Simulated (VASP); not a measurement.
## Rh: single point with r2SCAN

Crystal: Rh.

```
Rh
1.0
     2.69037    0.00000    0.00000
    -1.34518    2.32993    0.00000
     0.00000    0.00000    8.77948
Rh
4
Cartesian
  -1.3452 2.3299 0.0000
  -1.3452 2.3299 4.3897
  0.0000 1.5533 2.1949
  1.3452 0.7766 6.5846
```

| Property | Result |
| --- | --- |
| Program | VASP 6.6.1 |
| Task | single point |
| Functional | r2SCAN |
| Potentials or basis | VASP PAW PBE potentials, release 64 (Rh_pv) |
| Cutoff | 520 eV |
| k mesh | 18 × 18 × 5 |
| Occupations | fermi-dirac, width 0.1 eV |
| Spin | no spin polarisation |

```json
{
  "Pressure": "1.2 GPa",
  "Band gap on the k mesh": "zero (band 30 reaches 12.60 eV, above the bottom of band 31 at 10.57 eV)"
}
```

Stress tensor (GPa, compression positive):
```
1.27 0.00 0.00
0.00 1.27 0.00
0.00 0.00 1.11
```

Levels at points of the mesh, in eV from the Fermi level:
| k point | band 26 | band 27 | band 28 | band 29 | band 30 | band 31 | band 32 | band 33 |
| --- | --- | --- | --- | --- | --- | --- | --- | --- |
| (0.00, 0.00, 0.00) | -2.72 | -2.72 | -1.53 | -1.53 | -0.91 | -0.91 | -0.38 | -0.38 |
| (0.50, 0.00, 0.00) | 0.52 | 0.56 | 0.62 | 0.68 | 0.86 | 0.87 | 0.92 | 1.41 |

It took 9.5 min on 1 thread of Intel(R) Xeon(R) 6975P-C (Granite Rapids), on a shared host, peak memory 0.28 GiB.

Caveat: the PAW data sets were made with another functional, which shifts forces and pressure a little.
